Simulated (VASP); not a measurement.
Runs of VASP 6.6.1 on NaH. The structure is that of space group Fm-3m (No. 225), or close to it. The cells are those of the table. 

```tsv
level	cell	k mesh	gap on the mesh (eV)	pressure (GPa)
r2SCAN	a = 3.424 Å, angles 60.0°, 2 atoms	8 × 8 × 8	4.36	-0.8
r2SCAN	a = 3.391 Å, angles 60.0°, 2 atoms	10 × 10 × 10	4.43	-0.3
r2SCAN	a = 3.457 Å, angles 60.0°, 2 atoms	8 × 8 × 8	4.31	-1.4
PBE	a = 3.391 Å, angles 60.0°, 2 atoms	10 × 10 × 10	3.82	0.5
PBE	a = 3.484 Å, angles 60.0°, 2 atoms	8 × 8 × 8	(a)	-1.3
r2SCAN	a = 3.391 Å, angles 60.0°, 2 atoms	8 × 8 × 8	4.41	-0.3
PBE	a = 3.347 Å, angles 60.0°, 2 atoms	8 × 8 × 8	(b)	1.6
PBE	a = 3.451 Å, angles 60.0°, 2 atoms	8 × 8 × 8	3.71	-0.7
r2SCAN	a = 3.321 Å, angles 60.0°, 2 atoms	8 × 8 × 8	4.52	1.5
PBE	a = 3.382 Å, angles 60.0°, 2 atoms	8 × 8 × 8	3.81	(c)
PBE	a = 3.417 Å, angles 60.0°, 2 atoms	8 × 8 × 8	3.76	0.0
r2SCAN	a = 3.356 Å, angles 60.0°, 2 atoms	8 × 8 × 8	4.47	0.6
```

Alike in all rows: task single point; potentials or basis VASP PAW PBE potentials, release 64 (Na_pv, H); no spin polarisation; cutoff (eV) 520; smearing gaussian 0.01 eV.

Q: Estimate the missing entries.

A: (a) 3.66; (b) 3.87; (c) 0.7.

Caveats: the PAW data sets were made with another functional, which shifts forces and pressure a little (some runs).

A k mesh can miss the band edges.
